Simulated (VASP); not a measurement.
# Yb (Fd-3m) in VASP: notebook

Runs on Yb. Level: BLYP. Tasks: single point.

Everything below comes from runs of VASP 6.6.1. Logs are shortened: lines on timing, memory, paths and dates and some standing lists are left out, and cuts for length are marked.

**1. The cell of the first run**

The structure is cubic, space group Fd-3m (No. 227). Conventional cell: a = 8.856 Å, b = 8.856 Å, c = 8.856 Å, α = 90.00°, β = 90.00°, γ = 90.00°. Yb (site symmetry -43m) has 4 Yb at 3.83 Å within 5.0 Å.

This isn't the form of Yb at room conditions, which is fcc.

**2. Single point, BLYP (86.83 Å³/atom)**

INCAR reads:

```
AGGAC = 1.0
AGGAX = 1.0
ALDAC = 0.0
ALDAX = 1.0
ALGO = Normal
EDIFF = 1E-6
ENCUT = 520
GGA = B5
ISIF = 2
ISMEAR = -1
LASPH = True
LCHARG = False
LREAL = False
LWAVE = False
NBANDS = 31
NELM = 100
PREC = Accurate
SIGMA = 0.1
```

KPOINTS reads:

```
k-points
0
Gamma
  7 7 7
```

POSCAR reads:

```
Yb
1.0
    0.0000000000      4.4282299644      4.4282299644
    4.4282299644      0.0000000000      4.4282299644
    4.4282299644      4.4282299644      0.0000000000
Yb
2
Direct
    0.1250000000      0.1250000000      0.1250000000
    0.8750000000      0.8750000000      0.8750000000
```

Potentials or basis: VASP PAW PBE potentials, release 64 (Yb).

Run with:

```console
cat potpaw_PBE.64/Yb/POTCAR > POTCAR
mpirun -np 1 vasp_std > vasp.out
```

OUTCAR:

```text
EDIFF = 1E-6
   ENCUT = 520
   GGA = B5
   ISIF = 2
   ISMEAR = -1
   LASPH = True
   LREAL = False
   NELM = 100
   PREC = Accurate

 ion  position               nearest neighbor table
   1  0.125  0.125  0.125-
   2  0.875  0.875  0.875-

  LATTYP: Found a face centered cubic cell.
 ALAT       =     8.8564599288

  Lattice vectors:

 A1 = (   0.0000000000,   4.4282299644,   4.4282299644)
 A2 = (   4.4282299644,   0.0000000000,   4.4282299644)
 A3 = (   4.4282299644,   4.4282299644,   0.0000000000)

Analysis of symmetry for initial positions (statically):
=====================================================================
 Subroutine PRICEL returns:
 Original cell was already a primitive cell.

 Routine SETGRP: Setting up the symmetry group for a
 face centered cubic supercell.

 Subroutine GETGRP returns: Found 48 space group operations
 (whereof 12 operations were pure point group operations)
 out of a pool of 48 trial point group operations.

The static configuration has the point symmetry D_3d.
 The point group associated with its full space group is O_h .

Analysis of symmetry for dynamics (positions and initial velocities):
=====================================================================
 Subroutine PRICEL returns:
 Original cell was already a primitive cell.

 Routine SETGRP: Setting up the symmetry group for a
 face centered cubic supercell.

 Subroutine GETGRP returns: Found 48 space group operations
 (whereof 12 operations were pure point group operations)
 out of a pool of 48 trial point group operations.

The dynamic configuration has the point symmetry D_3d.
 The point group associated with its full space group is O_h .

 Subroutine INISYM returns: Found 48 space group operations
 (whereof 12 operations are pure point group operations),
 and found     1 'primitive' translations

----------------------------------------------------------------------------------------

                                     Primitive cell

  volume of cell :     173.6683

  direct lattice vectors                    reciprocal lattice vectors
     0.000000000  4.428229964  4.428229964    -0.112911932  0.112911932  0.112911932
     4.428229964  0.000000000  4.428229964     0.112911932 -0.112911932  0.112911932
     4.428229964  4.428229964  0.000000000     0.112911932  0.112911932 -0.112911932

  length of vectors
     6.262462873  6.262462873  6.262462873     0.195569203  0.195569203  0.195569203

  position of ions in fractional coordinates (direct lattice)
     0.125000000  0.125000000  0.125000000
     0.875000000  0.875000000  0.875000000

  ion indices of the primitive-cell ions
   primitive index   ion index
                 1           1
                 2           2

----------------------------------------------------------------------------------------

 KPOINTS: k-points

Automatic generation of k-mesh.
 Grid dimensions read from file:
 generate k-points for:    7    7    7

 Generating k-lattice:

  Cartesian coordinates                     Fractional coordinates (reciprocal lattice)
    -0.016130276  0.016130276  0.016130276     0.142857143  0.000000000  0.000000000
     0.016130276 -0.016130276  0.016130276     0.000000000  0.142857143  0.000000000
     0.016130276  0.016130276 -0.016130276     0.000000000  0.000000000  0.142857143

  Length of vectors
     0.027938458  0.027938458  0.027938458

  Shift w.r.t. Gamma in fractional coordinates (k-lattice)
     0.000000000  0.000000000  0.000000000

 Subroutine IBZKPT returns following result:
 ===========================================

 Found     20 irreducible k-points:

 Following reciprocal coordinates:
            Coordinates               Weight
  0.000000  0.000000  0.000000      1.000000
  0.142857  0.000000  0.000000      8.000000
  0.285714  0.000000  0.000000      8.000000
  0.428571  0.000000  0.000000      8.000000
  0.142857  0.142857  0.000000      6.000000
  0.285714  0.142857  0.000000     24.000000
[... 12 lines left out ...]
 -0.428571  0.428571  0.142857     24.000000
 -0.285714  0.428571  0.142857     24.000000
   k-points           NKPTS =     20   k-points in BZ     NKDIM =     20   number of bands    NBANDS=     31
   number of dos      NEDOS =    301   number of ions     NIONS =      2
   total plane-waves  NPLWV = 110592
   dimension x,y,z NGX =    48 NGY =   48 NGZ =   48
   dimension x,y,z NGXF=    96 NGYF=   96 NGZF=   96
   ions per type =               2
   NGX,Y,Z   is equivalent  to a cutoff of  12.74, 12.74, 12.74 a.u.
   NGXF,Y,Z  is equivalent  to a cutoff of  25.48, 25.48, 25.48 a.u.
 SYSTEM =  unknown system
   PREC   = accura    normal or accurate (medium, high low for compatibility)
   ISTART =      0    job   : 0-new  1-cont  2-samecut
   ICHARG =      2    charge: 1-file 2-atom 10-const
   ISPIN  =      1    spin polarized calculation?
   LNONCOLLINEAR =      F non collinear calculations
   LSORBIT =      F    spin-orbit coupling
   LASPH  =      T    aspherical Exc in radial PAW
   ENCUT  =  520.0 eV  38.22 Ry    6.18 a.u.  11.64 11.64 11.64*2*pi/ulx,y,z
   NELM   =    100;   NELMIN=  2; NELMDL= -5     # of ELM steps
   EDIFF  = 0.1E-05   stopping-criterion for ELM
   LREAL  =      F    real-space projection
   EDIFFG = 0.1E-04   stopping-criterion for IOM
   NSW    =      0    number of steps for IOM
   IBRION =     -1    ionic relax: 0-MD 1-quasi-New 2-CG
   NFREE  =      0    steps in history (QN), initial steepest desc. (CG)
   ISIF   =      2    stress and relaxation
   ISYM   =      2    0-nonsym 1-usesym 2-fastsym
   POTIM  = 0.5000    time-step for ionic-motion
   TEBEG  =    0.0;   TEEND  =   0.0 temperature during run
   PSTRESS=    0.0 pullay stress
   NELECT =      48.0000    total number of electrons
   NUPDOWN=      -1.0000    fix difference up-down
   EMIN   =  10.00;   EMAX   =-10.00  energy-range for DOS
   EFERMI =   0.00;   METHOD = LEGACY
   ISMEAR =    -1;   SIGMA  =   0.10  broadening in eV -4-tet -1-fermi 0-gaus
   EFERMI_NEDOS =   21; number of points for ismear=-14 and -15
   IALGO  =     38    algorithm
   IMIX   =      4    mixing-type and parameters
     AMIX     =   0.40;   BMIX     =  1.00
     AMIX_MAG =   1.60;   BMIX_MAG =  1.00
  volume/ion in A,a.u.               =      86.83       585.99
  Fermi-wavevector in a.u.,A,eV,Ry     =   1.066388  2.015180 15.472307  1.137182
  Thomas-Fermi vector in A             =   2.201970
   LORBIT       =      0    0 simple, 1 ext, 2 COOP (PROOUT), +10 PAW based schemes
   GGA     = B5    functional components
   LHFCALC =     F    Hartree Fock is set to
   AEXX    =    0.0000 exact exchange contribution
   IVDW    =     0    specifies the selected vdW correction
   LEPSILON=     F    determine dielectric tensor
   LRPA    =     F    only Hartree local field effects (RPA)
 non-spin polarized calculation
  energy-cutoff  :      520.00
  volume of cell :      173.67
 maximum number of plane-waves:      4707
   NGX = 23   NGY = 23   NGZ = 23

 number of electron      48.0000013 magnetization

 Free energy of the ion-electron system (eV)
  ---------------------------------------------------
  ext. energy  EPLUGINS =         0.00000000
  ---------------------------------------------------
  free energy    TOTEN  =        -3.97096385 eV

  energy without entropy =       -3.83187092  energy(sigma->0) =       -3.90141739

 E-fermi :  -0.0721     XC(G=0):  -5.4643

 val. band max:       -0.1318474399   @ k =   0.2857   0.1429   0.0000
 cond. band min:      -0.0677152552   @ k =  -0.2857   0.4286   0.1429
 fundamental gap:      0.0641321847
 Fermi energy:        -0.0720533252

 k-point     1 :       0.0000    0.0000    0.0000
  band No.  band energies     occupation
      1     -52.2130      2.00000
      2     -52.2059      2.00000
      3     -24.8743      2.00000
      4     -24.8743      2.00000
      5     -24.8742      2.00000
      6     -24.8050      2.00000
[... 23 lines left out ...]
     30       1.5023      0.00000
     31       1.5024      0.00000

 k-point     2 :       0.1429    0.0000    0.0000
  band No.  band energies     occupation
      1     -52.2127      2.00000
      2     -52.2062      2.00000
      3     -24.8755      2.00000
      4     -24.8755      2.00000
      5     -24.8734      2.00000
      6     -24.8060      2.00000
[... 23 lines left out ...]
     30       1.5265      0.00000
     31       1.5265      0.00000

 k-point     3 :       0.2857    0.0000    0.0000
  band No.  band energies     occupation
      1     -52.2120      2.00000
      2     -52.2069      2.00000
      3     -24.8781      2.00000
      4     -24.8781      2.00000
      5     -24.8714      2.00000
      6     -24.8084      2.00000
[... 23 lines left out ...]
     30       1.6600      0.00000
     31       1.6600      0.00000

 k-point     4 :       0.4286    0.0000    0.0000
  band No.  band energies     occupation
      1     -52.2113      2.00000
      2     -52.2076      2.00000
      3     -24.8800      2.00000
      4     -24.8800      2.00000
      5     -24.8696      2.00000
      6     -24.8103      2.00000
[... 23 lines left out ...]
     30       1.8782      0.00000
     31       1.8782      0.00000

 k-point     5 :       0.1429    0.1429    0.0000
  band No.  band energies     occupation
      1     -52.2126      2.00000
      2     -52.2063      2.00000
      3     -24.8768      2.00000
      4     -24.8768      2.00000
      5     -24.8709      2.00000
      6     -24.8085      2.00000
[... 23 lines left out ...]
     30       1.5161      0.00000
     31       1.5161      0.00000
[... 406 lines left out ...]
     30       1.6122      0.00000
     31       1.8901      0.00000

 k-point    18 :      -0.4286    0.2857    0.1429
  band No.  band energies     occupation
      1     -52.2107      2.00000
      2     -52.2082      2.00000
      3     -24.8859      2.00000
      4     -24.8829      2.00000
      5     -24.8563      2.00000
      6     -24.8236      2.00000
[... 23 lines left out ...]
     30       1.7617      0.00000
     31       2.2050      0.00000

 k-point    19 :      -0.4286    0.4286    0.1429
  band No.  band energies     occupation
      1     -52.2102      2.00000
      2     -52.2087      2.00000
      3     -24.8863      2.00000
      4     -24.8854      2.00000
      5     -24.8479      2.00000
      6     -24.8322      2.00000
[... 23 lines left out ...]
     30       1.5752      0.00000
     31       2.2321      0.00000

 k-point    20 :      -0.2857    0.4286    0.1429
  band No.  band energies     occupation
      1     -52.2099      2.00000
      2     -52.2090      2.00000
      3     -24.8871      2.00000
      4     -24.8850      2.00000
      5     -24.8468      2.00000
      6     -24.8332      2.00000
[... 23 lines left out ...]
     30       1.6770      0.00000
     31       2.3480      0.00000

------------------------ aborting loop because EDIFF is reached ----------------------------------------

  FORCE on cell =-STRESS in cart. coord.  units (eV):
  Direction    XX          YY          ZZ          XY          YZ          ZX
  --------------------------------------------------------------------------------------
  -------------------------------------------------------------------------------------
  Total       -0.3799949     -0.3799949     -0.3799949     -0.0000000      0.0000000      0.0000000
  in kB       -3.5056443     -3.5056443     -3.5056443     -0.0000000      0.0000000      0.0000000
  external PRESSURE =      -3.5056443 kB  Pullay stress =       0.0000000 kB

 VOLUME and BASIS-vectors are now :
 -----------------------------------------------------------------------------
  energy-cutoff  :      520.00
  volume of cell :      173.67
      direct lattice vectors                 reciprocal lattice vectors
     0.000000000  4.428229964  4.428229964    -0.112911932  0.112911932  0.112911932
     4.428229964  0.000000000  4.428229964     0.112911932 -0.112911932  0.112911932
     4.428229964  4.428229964  0.000000000     0.112911932  0.112911932 -0.112911932

 POSITION                                       TOTAL-FORCE (eV/Angst)
 -----------------------------------------------------------------------------------
      1.10706      1.10706      1.10706        -0.000000      0.000000      0.000000
      7.74940      7.74940      7.74940         0.000000     -0.000000     -0.000000
 -----------------------------------------------------------------------------------
    total drift:                                0.000000      0.000000      0.000000

  FREE ENERGIE OF THE ION-ELECTRON SYSTEM (eV)
  ---------------------------------------------------
  free  energy   TOTEN  =        -3.9709638489 eV

  energy  without entropy=       -3.8318709222  energy(sigma->0) =       -3.90141739
```

Wall time 6.7 min (1 thread of Intel Xeon 6975P-C (Granite Rapids), shared host); peak memory 0.36 GiB.

What came out:

* Free energy: -3.9710 eV
* Pressure: -0.4 GPa
* Band gap on the k mesh: zero (bands 24 and 25 overlap by 0.77 eV)

Levels at points of the mesh, in eV from the Fermi level:
| k point | band 22 | band 23 | band 24 | band 25 | band 26 | band 27 |
| --- | --- | --- | --- | --- | --- | --- |
| (0.00, 0.00, 0.00) | -0.56 | -0.56 | 0.77 | 0.77 | 0.77 | 1.01 |

Caveat: the PAW data sets were made with another functional, which shifts forces and pressure a little; spin-orbit coupling is left out, which moves the levels of the heavy elements. Spin polarisation is off, so any magnetic state and its effect on volume and gap are missing.

**3. Single point, BLYP (94.73 Å³/atom)**

This run uses another cell than the first one, of 94.73 Å³/atom.

INCAR reads:

```
SYSTEM = Yb
PREC     = Accurate       ! precision mode
ENCUT    = 520            ! plane-wave cutoff, eV
EDIFF    = 1E-6           ! SCF threshold, eV
ISMEAR   = -1             ! smearing method
SIGMA    = 0.1            ! smearing width, eV
LREAL    = .False.        ! projectors in reciprocal space
LASPH    = .True.         ! aspherical terms in the spheres
NELM     = 100            ! most SCF steps
ALGO     = Normal         ! electronic algorithm
ISIF     = 2              ! what is computed and relaxed
LWAVE    = .False.        ! write WAVECAR
LCHARG   = .False.        ! write CHGCAR
GGA      = B5             ! functional
ALDAX    = 1.0          
AGGAX    = 1.0          
AGGAC    = 1.0          
ALDAC    = 0.0          
NBANDS   = 31             ! bands
```

KPOINTS reads:

```
Automatic mesh
0
Gamma
  7 7 7
  0 0 0
```

POSCAR reads:

```
Yb
1.0
    0.0000000000      4.5585461228      4.5585461228
    4.5585461228      0.0000000000      4.5585461228
    4.5585461228      4.5585461228      0.0000000000
Yb
2
Direct
    0.1250000000      0.1250000000      0.1250000000
    0.8750000000      0.8750000000      0.8750000000
```

Potentials or basis: VASP PAW PBE potentials, release 64 (Yb).

Run with:

```console
cat potpaw_PBE.64/Yb/POTCAR > POTCAR
mpirun -np 1 vasp_std > vasp.out
```

It took 5 min on 1 thread of Intel Xeon 6975P-C (Granite Rapids), shared host; peak memory 0.36 GiB.

It converged, with:

```yaml
Free_energy: -3.9907 eV
Pressure: 0.0 GPa
Band_gap_on_the_k_mesh: zero (bands 24 and 25 overlap by 0.70 eV)
```

Levels at points of the mesh, in eV from the Fermi level:
```
           k point  band 22  band 23  band 24  band 25  band 26  band 27
(0.00, 0.00, 0.00)    -0.57    -0.57     0.74     0.74     0.74     1.02
```

Caveat: the PAW data sets were made with another functional, which shifts forces and pressure a little; spin-orbit coupling is left out, which moves the levels of the heavy elements.

**4. Single point, BLYP**

This run uses another cell than the first one, of 98.68 Å³/atom.

INCAR reads:

```
PREC = Accurate
ENCUT = 520
EDIFF = 1E-7
ISMEAR = -1
SIGMA = 0.1
LREAL = False
LASPH = True
NELM = 100
ALGO = Normal
ISIF = 2
LWAVE = False
LCHARG = False
GGA = B5
ALDAX = 1.0
AGGAX = 1.0
AGGAC = 1.0
ALDAC = 0.0
NBANDS = 31
```

KPOINTS reads:

```
Automatic mesh
0
Gamma
  7 7 7
```

POSCAR reads:

```
Yb
1.0
    0.0000000000      4.6209997208      4.6209997208
    4.6209997208      0.0000000000      4.6209997208
    4.6209997208      4.6209997208      0.0000000000
Yb
2
Direct
    0.1250000000      0.1250000000      0.1250000000
    0.8750000000      0.8750000000      0.8750000000
```

Run with:

```console
cat potpaw_PBE.64/Yb/POTCAR > POTCAR
mpirun -np 1 vasp_std > vasp.out
```

It took 11 min on 1 thread of Intel Xeon 6975P-C (Granite Rapids), shared host; peak memory 0.39 GiB.

Results (log left out):

```
Free energy            : -3.9922 eV
Pressure               : 0.0 GPa
Band gap on the k mesh : zero (bands 24 and 25 overlap by 0.67 eV)
```

Levels at points of the mesh, in eV from the Fermi level:
```tsv
k point	band 22	band 23	band 24	band 25	band 26	band 27
(0.00, 0.00, 0.00)	-0.57	-0.57	0.73	0.73	0.73	1.03
```

Caveat: the PAW data sets were made with another functional, which shifts forces and pressure a little; spin-orbit coupling is left out, which moves the levels of the heavy elements. Spin polarisation is off, so any magnetic state and its effect on volume and gap are missing.

**5. Overview**

```tsv
cell	gap on the mesh (eV)	pressure (GPa)
a = 6.262 Å, angles 60.0°, 2 atoms	none	-0.4
a = 6.447 Å, angles 60.0°, 2 atoms	none	0.0
a = 6.535 Å, angles 60.0°, 2 atoms	none	0.0
```

Alike in all rows: task single point; level BLYP; potentials or basis VASP PAW PBE potentials, release 64 (Yb); no spin polarisation; k mesh 7 × 7 × 7; cutoff (eV) 520; smearing fermi-dirac 0.1 eV.

Caveats: the PAW data sets were made with another functional, which shifts forces and pressure a little; spin-orbit coupling is left out, which moves the levels of the heavy elements.

Absolute energies hang on the potentials; compare differences alone.

The gap in the log of VASP goes by the Fermi energy; the results here count the filled bands.